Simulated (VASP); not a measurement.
Wanted: the native input for a VASP 6.6.1 run.

```
Task                   : relaxation of cell and atoms
Functional             : PBE
Potentials or basis    : VASP PAW PBE potentials, release 64 (Rh_pv)
Cutoff                 : 600 eV
k mesh                 : 18 × 18 × 18
Occupations            : fermi-dirac, width 0.05 eV
Spin                   : no spin polarisation
Target pressure        : 520 GPa
Dipole correction      : no
Further INCAR settings : ALGO = Normal; EDIFF = 1e-07; IBRION = 2; EDIFFG = -0.005; NSW = 32; ISIF = 3
```

The structure of Rh lies in POSCAR:

```
Rh
1.0
    2.0589157754      0.0000000000      0.0000000000
    0.0000000000      2.0589157754      0.0000000000
    0.0000000000      0.0000000000      2.0589157754
Rh
1
Direct
    0.0000000000      0.0000000000      0.0000000000
```

One way to write it, as run:

INCAR

```
SYSTEM = Rh
PREC = Accurate ; ENCUT = 600
EDIFF = 1E-7 ; ISMEAR = -1
SIGMA = 0.05 ; LREAL = .FALSE.
LASPH = .TRUE. ; NELM = 60
ALGO = Normal ; ISIF = 3
LWAVE = .FALSE. ; LCHARG = .FALSE.
GGA = PE ; IBRION = 2
NSW = 32 ; EDIFFG = -0.005
PSTRESS = 5200.0
```

KPOINTS

```
Automatic mesh
0
G
  18 18 18
  0 0 0
```

Potentials or basis: VASP PAW PBE potentials, release 64 (Rh_pv).

Launch:

```sh
$ cat potpaw_PBE.64/Rh_pv/POTCAR > POTCAR
$ mpirun -np 1 vasp_std > vasp.out
```

It gave:

```
Relaxed volume                                         : 8.78 Å³/atom
Relaxed cell                                           : a = 2.063 Å, b = 2.063 Å, c = 2.063 Å, α = 90.00°, β = 90.00°, γ = 90.00°
Space group after relaxing (to 0.05 Å)                 : Pm-3m (No. 221)
Energy change on relaxing (the enthalpy is what falls) : -169.7 meV/atom
Ionic steps                                            : 4
Pressure after relaxing                                : 520.0 GPa
```

Caveat: the cell is relaxed towards a set pressure, so the enthalpy falls and the energy may rise.

Run time: 28 s on 1 thread of AMD EPYC 9R14 (Zen 4), with other jobs on the host, peak memory 0.11 GiB.
